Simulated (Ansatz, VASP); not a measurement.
**C: VASP beside Ansatz**

File INCAR:

```
PREC = Accurate
ENCUT = 520
EDIFF = 1E-6
ISMEAR = 0
SIGMA = 0.15
LREAL = F
LASPH = T
NELM = 100
ALGO = Normal
ISIF = 2
LWAVE = F
LCHARG = T
GGA = PS
LELF = T
LVHAR = T
NBANDS = 16
```

KPOINTS

```
Automatic mesh
0
Gamma
  21 21 6
```

The input POSCAR:

```
C
1.0
    1.3386771667     -2.1975460597      0.0000000000
    1.3386771667      2.1975460597      0.0000000000
    0.0000000000      0.0000000000      7.6150533548
C
4
Direct
    0.0833216498      0.9166783502      0.7498439858
    0.5833216498      0.4166783502      0.2501560142
    0.9166783502      0.0833216498      0.2501560142
    0.4166783502      0.5833216498      0.7498439858
```

Input for Ansatz:

```yaml
crystal:
  lattice:
    - [1.3386771667, -2.1975460597, 0.0]
    - [1.3386771667, 2.1975460597, 0.0]
    - [0.0, 0.0, 7.6150533548]
  atoms:
    - { symbol: C, position: [0.0833216498, 0.9166783502, 0.7498439858] }
    - { symbol: C, position: [0.5833216498, 0.4166783502, 0.2501560142] }
    - { symbol: C, position: [0.9166783502, 0.0833216498, 0.2501560142] }
    - { symbol: C, position: [0.4166783502, 0.5833216498, 0.7498439858] }
basis:
  ecutwfc: 520.0
kpoints:
  mp_grid: { grid: [21, 21, 6] }
hamiltonian:
  xc: pbesol
  pseudopotentials: { kind: paw, azcp: { folder: soft_1 } }
scf:
  occupations: { method: gaussian, width: 0.15 }
output:
  forces: true
  stress: true
  eigenvalues: true
```

Change from the starting cell: volume 11.201 Å^3 an atom, stretch along a over the lengths across it, relative to the relaxed cell 1.0549.

Alike in both runs: task single point; functional PBEsol; k mesh 21 × 21 × 6; occupations gaussian, width 0.15 eV; no spin polarisation.

```csv
,VASP,Ansatz
version,VASP 6.6.1,Ansatz 0.2.0
potentials or method,"VASP PAW PBE potentials, release 64 (C), cutoff 520 eV","scalar-relativistic, plane waves, PAW"
valence electrons in the cell,16,16
```

|  | VASP | Ansatz | Ansatz less VASP |
| --- | --- | --- | --- |
| gap on the k mesh at the Fermi level (eV) | 0.17 | 0.17 | -0.001 |
| least direct gap on the mesh (eV) | 0.17 | 0.17 | -0.001 |
| rms of the force components (eV/Å) | 0.018 | 0.007 | -0.0107 |

VASP's potentials were made for PBE, not for PBEsol, and Ansatz warns of the same on its side. Atom by atom the forces differ by 0.011 eV/Å (rms over components).
